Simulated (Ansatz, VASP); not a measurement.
# CaSe: VASP beside Ansatz

Contents of POSCAR:

```
CaSe
1.0
    4.9550316352      0.0000000000      0.0000000000
   -2.4775158176      4.2911832727      0.0000000000
    0.0000000000      0.0000000000      5.8163773820
Ca Se
2 2
Direct
    0.3333333333      0.6666666667     -0.0624992787
    0.6666666667      0.3333333333      0.4375007213
    0.3333333333      0.6666666667      0.4374992787
    0.6666666667      0.3333333333      0.9374992787
```

INCAR.step1

```
SYSTEM = CaSe
PREC = Accurate ; ENCUT = 520
ISMEAR = 0 ; SIGMA = 0.01
LREAL = .False. ; LASPH = .True.
NELM = 60 ; NBANDS = 24
GGA = PE ; ALGO = Normal
EDIFF = 1E-4 ; LWAVE = .True.
LCHARG = .False.
```

Contents of INCAR.step2:

```
SYSTEM = CaSe
PREC = Accurate ; ENCUT = 520
EDIFF = 1E-6 ; ISMEAR = 0
SIGMA = 0.01 ; LREAL = .False.
LASPH = .True. ; NELM = 60
ALGO = Normal ; ISIF = 2
LWAVE = .False. ; LCHARG = .True.
METAGGA = R2SCAN ; LMIXTAU = .True.
LELF = .True. ; LVHAR = .True.
NBANDS = 24 ; ISTART = 1
```

File KPOINTS:

```
regular mesh
0
Gamma
  6 6 4
  0 0 0
```

Input for Ansatz:

```yaml
crystal:
  lattice:
    - [4.9550316352, 0.0, 0.0]
    - [-2.4775158176, 4.2911832727, 0.0]
    - [0.0, 0.0, 5.816377382]
  atoms:
    - { symbol: Ca, position: [0.3333333333, 0.6666666667, -0.0624992787] }
    - { symbol: Ca, position: [0.6666666667, 0.3333333333, 0.4375007213] }
    - { symbol: Se, position: [0.3333333333, 0.6666666667, 0.4374992787] }
    - { symbol: Se, position: [0.6666666667, 0.3333333333, 0.9374992787] }
kpoints:
  mp_grid: { grid: [6, 6, 4] }
hamiltonian:
  xc: r2scan
scf:
  occupations: { method: fixed }
  n_extra_bands: 5
output:
  forces: true
  stress: true
  eigenvalues: true
```

Alike in both runs: task single point; functional r2SCAN; k mesh 6 × 6 × 4; no spin polarisation.

```csv
,VASP,Ansatz
version,VASP 6.6.1,Ansatz 0.2.0
potentials or method,"VASP PAW PBE potentials, release 64 (Ca_sv, Se)","plane waves, PAW"
plane-wave cutoff (eV),520,500
occupations,"gaussian, width 0.01 eV",fixed
valence electrons in the cell,32,52
```

Ansatz gave:

```
gap on the k mesh at the Fermi level (eV)                     : 2.83
pressure (GPa)                                                : 1.3
traceless stress, the component that is largest in VASP (GPa) : 0.17
```

**Question.** What did VASP give for the same quantities?

**Answer.** gap on the k mesh at the Fermi level (eV): 2.83; pressure (GPa): 1.5; traceless stress, the component that is largest in VASP (GPa): 0.19.

VASP's potentials were made for PBE, not for r2SCAN. VASP's potentials hold 32 valence electrons a cell and Ansatz's 52, so a difference there can come from the potentials and not from the codes. Ansatz's warnings: structure snapped to symmetry.
